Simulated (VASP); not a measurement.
A run of VASP 6.6.1:

Contents of INCAR:

```
SYSTEM = AlRu
  PREC = Accurate
  ENCUT = 520
  EDIFF = 1E-6
  ISMEAR = 0
  SIGMA = 0.15
  LREAL = .FALSE.
  LASPH = .TRUE.
  NELM = 80
  ALGO = Fast
  ISIF = 2
  LWAVE = .FALSE.
  LCHARG = .TRUE.
  GGA = PE
  LELF = .TRUE.
  LVHAR = .TRUE.
  NBANDS = 16
```

File KPOINTS:

```
Automatic mesh
0
G
  18 18 18
  0 0 0
```

File POSCAR:

```
AlRu
1.0
    3.4535499281      0.0000000000      0.0000000000
    0.0000000000      3.4535499281      0.0000000000
    0.0000000000      0.0000000000      2.2448074533
Al Ru
1 1
Direct
    0.0000000000      0.0000000000      0.0000000000
    0.5000000000      0.5000000000      0.5000000000
```

Potentials or basis: VASP PAW PBE potentials, release 64 (Al, Ru_pv).

The run is started by

```sh
$ cat potpaw_PBE.64/Al/POTCAR potpaw_PBE.64/Ru_pv/POTCAR > POTCAR
$ mpirun -np 1 vasp_std > vasp.out
```

Hardware: 1 thread of Intel Xeon 8259CL, on a shared host.

Task: Estimate the wall time of this run.

Result: It took 5.1 min on 1 thread of Intel Xeon 8259CL (shared host), peak memory 0.33 GiB. Counts: scf iterations 12, k points 550.
